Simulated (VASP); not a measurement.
Zr2W:

```
CELL_PARAMETERS angstrom
4.86650 0.00000 0.00000
-2.43325 4.21451 0.00000
0.00000 0.00000 2.98316
ATOMIC_POSITIONS crystal
Zr 0.00000 0.00000 0.00000
Zr 0.33333 0.66667 0.50000
W 0.66667 0.33333 0.50000
```

```yaml
Program: VASP 6.6.1
Task: relaxation of cell and atoms
Functional: PBE
Potentials_or_basis: VASP PAW PBE potentials, release 64 (Zr_sv, W_sv)
Cutoff: 600 eV
k_mesh: 12 × 12 × 16
Occupations: gaussian, width 0.1 eV
Spin: no spin polarisation
```

At the start: pressure 0.2 GPa; volume 20.39 Å³/atom.

Problem. How do energy, volume and symmetry change on relaxing?

Solution. Over 5 steps the energy falls by 19.7 meV/atom and the volume is 20.31 Å³/atom (-0.4 %); space group P-6m2 (No. 187, to 0.1 Å) before and after.

The path:
```csv
step,energy change (eV),largest force (eV/Å),pressure (GPa),volume (Å³)
1,0.0000,0.0000,0.23,61.18
2,-0.0563,0.0000,-0.92,61.40
3,-0.0575,0.0000,-1.03,61.42
4,-0.0560,0.0000,1.51,60.24
5,-0.0592,0.0000,0.02,60.92
```

Final structure:
```cif
data_structure
_symmetry_space_group_name_H-M 'P 1'
_symmetry_Int_Tables_number 1
_cell_length_a 4.9547
_cell_length_b 4.9547
_cell_length_c 2.8652
_cell_angle_alpha 90.000
_cell_angle_beta 90.000
_cell_angle_gamma 120.000
_cell_volume 60.92
loop_
_atom_site_label
_atom_site_type_symbol
_atom_site_fract_x
_atom_site_fract_y
_atom_site_fract_z
_atom_site_occupancy
Zr1 Zr 0.00000 0.00000 0.00000 1
Zr2 Zr 0.33333 0.66667 0.50000 1
W1 W 0.66667 0.33333 0.50000 1
```
